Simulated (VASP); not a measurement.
**MgI2: single point with PBE**

MgI2, a sheet with vacuum:

```
Mg I
1.0
     4.15370    0.00000    0.00000
    -2.07685    3.59721    0.00000
     0.00000    0.00000   18.00000
Mg I
1 2
Direct
  0.00000 0.00000 0.50000
  0.33333 0.66667 0.40760
  0.66667 0.33333 0.59240
```

The cell was generated, and may not be a known phase.

* Program: VASP 6.6.1
* Task: single point
* Functional: PBE
* Potentials or basis: VASP PAW PBE potentials, release 64 (Mg, I)
* Cutoff: 520 eV
* k mesh: 6 × 6 × 1
* Occupations: gaussian, width 0.1 eV
* Spin: no spin polarisation

```
Largest force          : 0.131 eV/Å
Band gap on the k mesh : 3.66 eV (least direct gap 4.09 eV)
```

Forces in eV/Å, atoms in the order of the input:
```
Mg   0.000  0.000  0.000
I    0.000  0.000 -0.131
I    0.000  0.000  0.131
```

Levels at points of the mesh, in eV from the valence-band top:
| k point | band 5 | band 6 | band 7 | band 8 | band 9 | band 10 | band 11 | band 12 |
| --- | --- | --- | --- | --- | --- | --- | --- | --- |
| (0.00, 0.00, 0.00) | -0.28 | -0.28 | 0.00 | 0.00 | 4.09 | 4.93 | 6.00 | 6.09 |
| (0.50, 0.00, 0.00) | -1.36 | -1.18 | -0.69 | -0.45 | 3.66 | 5.49 | 5.69 | 6.61 |

Run time: 43 s on 1 thread of Intel(R) Xeon(R) Platinum 8488C (Sapphire Rapids), on a shared host, peak memory 0.37 GiB.

Caveat: spin-orbit coupling is left out, which moves the levels of the heavy elements.
